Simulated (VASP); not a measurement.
# Ga (I4/mmm) in VASP: notebook

The runs below take Ga through single point, with r2SCAN.

Program: VASP 6.6.1. These are calculated values, not measurements. Logs are shortened: lines on timing, memory, paths and dates and some standing lists are left out, and cuts for length are marked.

## 1. The cell of the first run

It takes space group I4/mmm (No. 139, tetragonal). The conventional cell has a = 2.850 Å, b = 2.850 Å, c = 4.592 Å, α = 90.00°, β = 90.00°, γ = 90.00°. Ga (site symmetry 4/mmm) has 12 Ga at 2.85 to 3.05 Å within 3.8 Å.

## 2. Single point, r2SCAN (strain +0.015 along x and y, +0.030 along z)

Contents of POSCAR:

```
Ga
1.0
   -1.4250600000      1.4250600000      2.2958700000
    1.4250600000     -1.4250600000      2.2958700000
    1.4250600000      1.4250600000     -2.2958700000
Ga
1
Direct
    0.0000000000      0.0000000000      0.0000000000
```

Contents of INCAR.step1:

```
ALGO     = Normal         # electronic algorithm
EDIFF    = 1E-4           # SCF threshold, eV
ENCUT    = 520            # plane-wave cutoff, eV
GGA      = PE             # functional
ISMEAR   = 0              # smearing method
LASPH    = T              # aspherical terms in the spheres
LCHARG   = F              # write CHGCAR
LREAL    = F              # projectors in reciprocal space
LWAVE    = T              # write WAVECAR
NBANDS   = 12             # bands
NELM     = 100            # most SCF steps
PREC     = Accurate       # precision mode
SIGMA    = 0.15           # smearing width, eV
```

Contents of INCAR.step2:

```
ALGO     = Normal         # electronic algorithm
EDIFF    = 1E-7           # SCF threshold, eV
ENCUT    = 520            # plane-wave cutoff, eV
ISIF     = 2              # what is computed and relaxed
ISMEAR   = 0              # smearing method
ISTART   = 1            
LASPH    = T              # aspherical terms in the spheres
LCHARG   = F              # write CHGCAR
LMIXTAU  = T            
LREAL    = F              # projectors in reciprocal space
LWAVE    = F              # write WAVECAR
METAGGA  = R2SCAN         # meta-GGA
NBANDS   = 12             # bands
NELM     = 100            # most SCF steps
PREC     = Accurate       # precision mode
SIGMA    = 0.15           # smearing width, eV
```

Contents of KPOINTS:

```
k-points
0
Gamma
  24 24 24
```

Potentials or basis: VASP PAW PBE potentials, release 64 (Ga_d).

Command:

```
$ cat potpaw_PBE.64/Ga_d/POTCAR > POTCAR
$ cp INCAR.step1 INCAR
$ mpirun -np 1 vasp_std > vasp.out
$ cp INCAR.step2 INCAR
$ mpirun -np 1 vasp_std > vasp.out
```

OUTCAR:

```text
EDIFF = 1E-7
   ENCUT = 520
   ISIF = 2
   ISMEAR = 0
   ISTART = 1
   LASPH = T
   LREAL = F
   METAGGA = R2SCAN
   NELM = 100
   PREC = Accurate

 ion  position               nearest neighbor table
   1  0.000  0.000  0.000-

  LATTYP: Found a body centered tetragonal cell.
 ALAT       =     2.8501200000
 C/A-ratio  =     1.6110690076

  Lattice vectors:

 A1 = (  -1.4250600000,   1.4250600000,   2.2958700000)
 A2 = (   1.4250600000,  -1.4250600000,   2.2958700000)
 A3 = (   1.4250600000,   1.4250600000,  -2.2958700000)

Analysis of symmetry for initial positions (statically):
=====================================================================
 Subroutine PRICEL returns:
 Original cell was already a primitive cell.

 Routine SETGRP: Setting up the symmetry group for a
 body centered tetragonal supercell.

 Subroutine GETGRP returns: Found 16 space group operations
 (whereof 16 operations were pure point group operations)
 out of a pool of 16 trial point group operations.

The static configuration has the point symmetry D_4h.

Analysis of symmetry for dynamics (positions and initial velocities):
=====================================================================
 Subroutine PRICEL returns:
 Original cell was already a primitive cell.

 Routine SETGRP: Setting up the symmetry group for a
 body centered tetragonal supercell.

 Subroutine GETGRP returns: Found 16 space group operations
 (whereof 16 operations were pure point group operations)
 out of a pool of 16 trial point group operations.

The dynamic configuration has the point symmetry D_4h.

 Subroutine INISYM returns: Found 16 space group operations
 (whereof 16 operations are pure point group operations),
 and found     1 'primitive' translations

----------------------------------------------------------------------------------------

                                     Primitive cell

  volume of cell :      18.6498

  direct lattice vectors                    reciprocal lattice vectors
    -1.425060000  1.425060000  2.295870000     0.000000000  0.350862420  0.217782366
     1.425060000 -1.425060000  2.295870000     0.350862420  0.000000000  0.217782366
     1.425060000  1.425060000 -2.295870000     0.350862420  0.350862420  0.000000000

  length of vectors
     3.054932252  3.054932252  3.054932252     0.412957136  0.412957136  0.496194393

  position of ions in fractional coordinates (direct lattice)
     0.000000000  0.000000000  0.000000000

  ion indices of the primitive-cell ions
   primitive index   ion index
                 1           1

----------------------------------------------------------------------------------------

 KPOINTS: k-points

Automatic generation of k-mesh.
 Grid dimensions read from file:
 generate k-points for:   24   24   24

 Generating k-lattice:

  Cartesian coordinates                     Fractional coordinates (reciprocal lattice)
     0.000000000  0.014619267  0.009074265     0.041666667 -0.000000000  0.000000000
     0.014619267  0.000000000  0.009074265    -0.000000000  0.041666667  0.000000000
     0.014619267  0.014619267  0.000000000     0.000000000  0.000000000  0.041666667

  Length of vectors
     0.017206547  0.017206547  0.020674766

  Shift w.r.t. Gamma in fractional coordinates (k-lattice)
     0.000000000  0.000000000  0.000000000

 Subroutine IBZKPT returns following result:
 ===========================================

 Found   1063 irreducible k-points:

 Following reciprocal coordinates:
            Coordinates               Weight
  0.000000  0.000000  0.000000      1.000000
  0.041667  0.000000  0.000000      8.000000
  0.083333 -0.000000  0.000000      8.000000
  0.125000 -0.000000  0.000000      8.000000
  0.166667  0.000000  0.000000      8.000000
  0.208333 -0.000000  0.000000      8.000000
[... 16 lines left out ...]
  0.416667  0.041667  0.000000     16.000000
  0.458333  0.041667  0.000000     16.000000
 [... further k-points ...]
   k-points           NKPTS =   1063   k-points in BZ     NKDIM =   1063   number of bands    NBANDS=     12
   number of dos      NEDOS =    301   number of ions     NIONS =      1
   total plane-waves  NPLWV =  13824
   dimension x,y,z NGX =    24 NGY =   24 NGZ =   24
   dimension x,y,z NGXF=    48 NGYF=   48 NGZF=   48
   ions per type =               1
   NGX,Y,Z   is equivalent  to a cutoff of  13.06, 13.06, 13.06 a.u.
   NGXF,Y,Z  is equivalent  to a cutoff of  26.12, 26.12, 26.12 a.u.
 SYSTEM =  unknown system
   PREC   = accura    normal or accurate (medium, high low for compatibility)
   ISTART =      1    job   : 0-new  1-cont  2-samecut
   ICHARG =      0    charge: 1-file 2-atom 10-const
   ISPIN  =      1    spin polarized calculation?
   LNONCOLLINEAR =      F non collinear calculations
   LSORBIT =      F    spin-orbit coupling
   LASPH  =      T    aspherical Exc in radial PAW
   ENCUT  =  520.0 eV  38.22 Ry    6.18 a.u.   5.68  5.68  5.68*2*pi/ulx,y,z
   NELM   =    100;   NELMIN=  2; NELMDL=  0     # of ELM steps
   EDIFF  = 0.1E-06   stopping-criterion for ELM
   LREAL  =      F    real-space projection
   EDIFFG = 0.1E-05   stopping-criterion for IOM
   NSW    =      0    number of steps for IOM
   IBRION =     -1    ionic relax: 0-MD 1-quasi-New 2-CG
   NFREE  =      0    steps in history (QN), initial steepest desc. (CG)
   ISIF   =      2    stress and relaxation
   ISYM   =      2    0-nonsym 1-usesym 2-fastsym
   POTIM  = 0.5000    time-step for ionic-motion
   TEBEG  =    0.0;   TEEND  =   0.0 temperature during run
   PSTRESS=    0.0 pullay stress
   NELECT =      13.0000    total number of electrons
   NUPDOWN=      -1.0000    fix difference up-down
   EMIN   =  10.00;   EMAX   =-10.00  energy-range for DOS
   EFERMI =   0.00;   METHOD = LEGACY
   ISMEAR =     0;   SIGMA  =   0.15  broadening in eV -4-tet -1-fermi 0-gaus
   EFERMI_NEDOS =   21; number of points for ismear=-14 and -15
   IALGO  =     38    algorithm
   IMIX   =      4    mixing-type and parameters
     AMIX     =   0.40;   BMIX     =  1.00
     AMIX_MAG =   1.60;   BMIX_MAG =  1.00
  volume/ion in A,a.u.               =      18.65       125.85
  Fermi-wavevector in a.u.,A,eV,Ry     =   1.451548  2.743028 28.667363  2.106992
  Thomas-Fermi vector in A             =   2.569033
   LORBIT       =      0    0 simple, 1 ext, 2 COOP (PROOUT), +10 PAW based schemes
   METAGGA = R2SCAN    functional components
   LHFCALC =     F    Hartree Fock is set to
   AEXX    =    0.0000 exact exchange contribution
   IVDW    =     0    specifies the selected vdW correction
   LEPSILON=     F    determine dielectric tensor
   LRPA    =     F    only Hartree local field effects (RPA)
 non-spin polarized calculation
 Gauss-broadening in eV      SIGMA  =   0.15
  energy-cutoff  :      520.00
  volume of cell :       18.65
 maximum number of plane-waves:       519
   NGX = 11   NGY = 11   NGZ = 11

 number of electron      13.0000001 magnetization

 Free energy of the ion-electron system (eV)
  ---------------------------------------------------
  ext. energy  EPLUGINS =         0.00000000
  ---------------------------------------------------
  free energy    TOTEN  =       -11.30465590 eV

  energy without entropy =      -11.30034319  energy(sigma->0) =      -11.30249954

 E-fermi :   5.5517     XC(G=0): -12.2397

 val. band max:        5.5501613710   @ k =  -0.2917   0.2917   0.2500
 cond. band min:       5.5558925816   @ k =   0.2500   0.1667   0.1667
 fundamental gap:      0.0057312106
 Fermi energy:         5.5516754998

 k-point     1 :       0.0000    0.0000    0.0000
  band No.  band energies     occupation
      1      -9.9956      2.00000
      2      -9.8599      2.00000
      3      -9.8599      2.00000
      4      -9.8571      2.00000
      5      -9.7084      2.00000
      6      -6.1785      2.00000
      7      18.6368      0.00000
      8      18.6539      0.00000
      9      18.6540      0.00000
     10      22.0913      0.00000
     11      22.5349      0.00000
     12      23.0082      0.00000

 k-point     2 :       0.0417    0.0000    0.0000
  band No.  band energies     occupation
      1      -9.9929      2.00000
      2      -9.8611      2.00000
      3      -9.8580      2.00000
      4      -9.8560      2.00000
      5      -9.7098      2.00000
      6      -6.1307      2.00000
      7      17.9937      0.00000
      8      18.4590      0.00000
      9      18.5982      0.00000
     10      21.7010      0.00000
     11      22.5008      0.00000
     12      23.1457      0.00000

 k-point     3 :       0.0833   -0.0000    0.0000
  band No.  band energies     occupation
      1      -9.9858      2.00000
      2      -9.8661      2.00000
      3      -9.8525      2.00000
      4      -9.8510      2.00000
      5      -9.7134      2.00000
      6      -5.9870      2.00000
      7      16.5107      0.00000
      8      18.0057      0.00000
      9      18.4531      0.00000
     10      21.2672      0.00000
     11      22.7081      0.00000
     12      23.5329      0.00000
[... 286 lines left out ...]
 k-point    23 :       0.4167    0.0417    0.0000
  band No.  band energies     occupation
      1      -9.9878      2.00000
      2      -9.9558      2.00000
      3      -9.8408      2.00000
      4      -9.6944      2.00000
      5      -9.6638      2.00000
      6      -1.0000      2.00000
      7       3.1222      2.00000
      8      14.1942      0.00000
      9      17.0436      0.00000
     10      18.5888      0.00000
     11      21.1052      0.00000
     12      22.9741      0.00000

 k-point    24 :       0.4583    0.0417    0.0000
  band No.  band energies     occupation
      1      -9.9933      2.00000
      2      -9.9574      2.00000
      3      -9.8444      2.00000
      4      -9.6909      2.00000
      5      -9.6516      2.00000
      6      -0.0030      2.00000
      7       1.8985      2.00000
      8      14.0446      0.00000
      9      17.1618      0.00000
     10      18.5335      0.00000
     11      20.9384      0.00000
     12      23.1266      0.00000

 [... further k-points ...]

------------------------ aborting loop because EDIFF is reached ----------------------------------------

  FORCE on cell =-STRESS in cart. coord.  units (eV):
  Direction    XX          YY          ZZ          XY          YZ          ZX
  --------------------------------------------------------------------------------------
  -------------------------------------------------------------------------------------
  Total       -0.2767174     -0.2767174     -0.2321514      0.0000000     -0.0000000      0.0000000
  in kB      -23.7724253    -23.7724253    -19.9438159      0.0000000     -0.0000000      0.0000000
  external PRESSURE =     -22.4962221 kB  Pullay stress =       0.0000000 kB

 VOLUME and BASIS-vectors are now :
 -----------------------------------------------------------------------------
  energy-cutoff  :      520.00
  volume of cell :       18.65
      direct lattice vectors                 reciprocal lattice vectors
    -1.425060000  1.425060000  2.295870000     0.000000000  0.350862420  0.217782366
     1.425060000 -1.425060000  2.295870000     0.350862420  0.000000000  0.217782366
     1.425060000  1.425060000 -2.295870000     0.350862420  0.350862420  0.000000000

 POSITION                                       TOTAL-FORCE (eV/Angst)
 -----------------------------------------------------------------------------------
      0.00000      0.00000      0.00000         0.000000      0.000000      0.000000
 -----------------------------------------------------------------------------------
    total drift:                                0.000000      0.000000     -0.000000

  FREE ENERGIE OF THE ION-ELECTRON SYSTEM (eV)
  ---------------------------------------------------
  free  energy   TOTEN  =       -11.3046559011 eV

  energy  without entropy=      -11.3003431889  energy(sigma->0) =      -11.30249954
```

Run time: 7.2 min. Hardware: 1 thread of Intel Xeon Platinum 8488C (Sapphire Rapids), shared host; peak memory 0.33 GiB.

Results:

```
Free energy : -11.3047 eV
Pressure    : -2.2 GPa
```

Levels at points of the mesh, in eV from the Fermi level:
```csv
k point,band 2,band 3,band 4,band 5,band 6,band 7,band 8,band 9,band 10,band 11
"(0.00, 0.00, 0.00)",-15.41,-15.41,-15.41,-15.26,-11.73,13.09,13.10,13.10,16.54,16.98
"(0.50, 0.00, 0.00)",-15.51,-15.40,-15.24,-15.20,-5.10,-4.24,8.61,12.21,12.78,16.48
"(0.50, 0.50, 0.00)",-15.58,-15.24,-15.24,-15.12,-2.24,-1.25,4.04,5.23,8.32,8.47
"(0.50, 0.50, 0.50)",-15.59,-15.21,-15.21,-15.21,-4.14,-3.78,6.85,6.85,10.02,11.25
```

Caveat: the cell differs from its parent crystal (strain +0.015 along x and y, +0.030 along z); the PAW data sets were made with another functional, which shifts forces and pressure a little.

## 3. Single point, r2SCAN (strain +0.030 along x and y, +0.015 along z)

Contents of POSCAR:

```
Ga
1.0
   -1.4461200000      1.4461200000      2.2624350000
    1.4461200000     -1.4461200000      2.2624350000
    1.4461200000      1.4461200000     -2.2624350000
Ga
1
Direct
    0.0000000000      0.0000000000      0.0000000000
```

Contents of INCAR.step1:

```
  PREC = Accurate
  ENCUT = 520
  ISMEAR = 0
  SIGMA = 0.15
  LREAL = F
  LASPH = T
  NELM = 60
  NBANDS = 12
  GGA = PE
  ALGO = Normal
  EDIFF = 1E-4
  LWAVE = T
  LCHARG = F
```

Contents of INCAR.step2:

```
  PREC = Accurate
  ENCUT = 520
  EDIFF = 1E-7
  ISMEAR = 0
  SIGMA = 0.15
  LREAL = F
  LASPH = T
  NELM = 60
  ALGO = Normal
  ISIF = 2
  LWAVE = F
  LCHARG = T
  METAGGA = R2SCAN
  LMIXTAU = T
  LELF = T
  LVHAR = T
  NBANDS = 12
  ISTART = 1
```

Contents of KPOINTS:

```
regular mesh
0
Gamma
  24 24 24
```

Potentials or basis: VASP PAW PBE potentials, release 64 (Ga_d).

Command:

```
$ cat potpaw_PBE.64/Ga_d/POTCAR > POTCAR
$ cp INCAR.step1 INCAR
$ mpirun -np 1 vasp_std > vasp.out
$ cp INCAR.step2 INCAR
$ mpirun -np 1 vasp_std > vasp.out
```

Run time: 7.2 min. Hardware: 1 thread of Intel Xeon Platinum 8488C (Sapphire Rapids), shared host; peak memory 0.33 GiB.

It converged, with:

* Free energy: -11.3000 eV
* Pressure: -2.9 GPa

Stress tensor (GPa, compression positive):
```
-2.81  0.00  0.00
 0.00 -2.81  0.00
 0.00  0.00 -3.01
```

Levels at points of the mesh, in eV from the Fermi level:
| k point | band 3 | band 4 | band 5 | band 6 | band 7 | band 8 | band 9 | band 10 |
| --- | --- | --- | --- | --- | --- | --- | --- | --- |
| (0.00, 0.00, 0.00) | -15.41 | -15.37 | -15.26 | -11.61 | 12.91 | 12.91 | 13.00 | 16.46 |
| (0.50, 0.00, 0.00) | -15.39 | -15.22 | -15.19 | -5.12 | -4.18 | 8.97 | 11.66 | 13.23 |
| (0.50, 0.50, 0.00) | -15.22 | -15.22 | -15.13 | -2.34 | -1.53 | 4.25 | 5.15 | 8.33 |
| (0.50, 0.50, 0.50) | -15.20 | -15.19 | -15.19 | -3.74 | -3.53 | 6.41 | 6.41 | 9.66 |

Caveat: the cell differs from its parent crystal (strain +0.030 along x and y, +0.015 along z); the PAW data sets were made with another functional, which shifts forces and pressure a little.

## 4. Single point, r2SCAN (strain +0.030 along x and y, +0.030 along z)

Contents of POSCAR:

```
Ga
1.0
   -1.4461200000      1.4461200000      2.2958700000
    1.4461200000     -1.4461200000      2.2958700000
    1.4461200000      1.4461200000     -2.2958700000
Ga
1
Direct
    0.0000000000      0.0000000000      0.0000000000
```

Contents of INCAR.step1:

```
SYSTEM = Ga
ALGO     = Normal         ! electronic algorithm
EDIFF    = 1E-4           ! SCF threshold, eV
ENCUT    = 520            ! plane-wave cutoff, eV
GGA      = PE             ! functional
ISMEAR   = 0              ! smearing method
LASPH    = .TRUE.         ! aspherical terms in the spheres
LCHARG   = .FALSE.        ! write CHGCAR
LREAL    = .FALSE.        ! projectors in reciprocal space
LWAVE    = .TRUE.         ! write WAVECAR
NBANDS   = 12             ! bands
NELM     = 60             ! most SCF steps
PREC     = Accurate       ! precision mode
SIGMA    = 0.15           ! smearing width, eV
```

Contents of INCAR.step2:

```
SYSTEM = Ga
ALGO     = Normal         ! electronic algorithm
EDIFF    = 1E-6           ! SCF threshold, eV
ENCUT    = 520            ! plane-wave cutoff, eV
ISIF     = 2              ! what is computed and relaxed
ISMEAR   = 0              ! smearing method
ISTART   = 1            
LASPH    = .TRUE.         ! aspherical terms in the spheres
LCHARG   = .FALSE.        ! write CHGCAR
LMIXTAU  = .TRUE.       
LREAL    = .FALSE.        ! projectors in reciprocal space
LWAVE    = .FALSE.        ! write WAVECAR
METAGGA  = R2SCAN         ! meta-GGA
NBANDS   = 12             ! bands
NELM     = 60             ! most SCF steps
PREC     = Accurate       ! precision mode
SIGMA    = 0.15           ! smearing width, eV
```

Contents of KPOINTS:

```
k-points
0
G
  24 24 24
  0 0 0
```

Command:

```
$ cat potpaw_PBE.64/Ga_d/POTCAR > POTCAR
$ cp INCAR.step1 INCAR
$ mpirun -np 1 vasp_std > vasp.out
$ cp INCAR.step2 INCAR
$ mpirun -np 1 vasp_std > vasp.out
```

Run time: 6.2 min. Hardware: 1 thread of Intel Xeon Platinum 8488C (Sapphire Rapids), shared host; peak memory 0.34 GiB.

Results (log left out):

```yaml
Free_energy: -11.2944 eV
Pressure: -3.5 GPa
```

Stress tensor (GPa, compression positive):
```
-3.50  0.00  0.00
 0.00 -3.50  0.00
 0.00  0.00 -3.40
```

Levels at points of the mesh, in eV from the Fermi level:
```csv
k point,band 3,band 4,band 5,band 6,band 7,band 8,band 9,band 10
"(0.00, 0.00, 0.00)",-15.38,-15.36,-15.24,-11.49,12.76,12.76,12.78,16.30
"(0.50, 0.00, 0.00)",-15.37,-15.21,-15.18,-5.08,-4.09,8.64,11.71,12.85
"(0.50, 0.50, 0.00)",-15.21,-15.21,-15.11,-2.21,-1.45,4.09,5.13,8.27
"(0.50, 0.50, 0.50)",-15.19,-15.18,-15.18,-3.94,-3.54,6.54,6.54,9.76
```

Caveat: the cell differs from its parent crystal (strain +0.030 along x and y, +0.030 along z); the PAW data sets were made with another functional, which shifts forces and pressure a little.

[end of part 1 of 2]
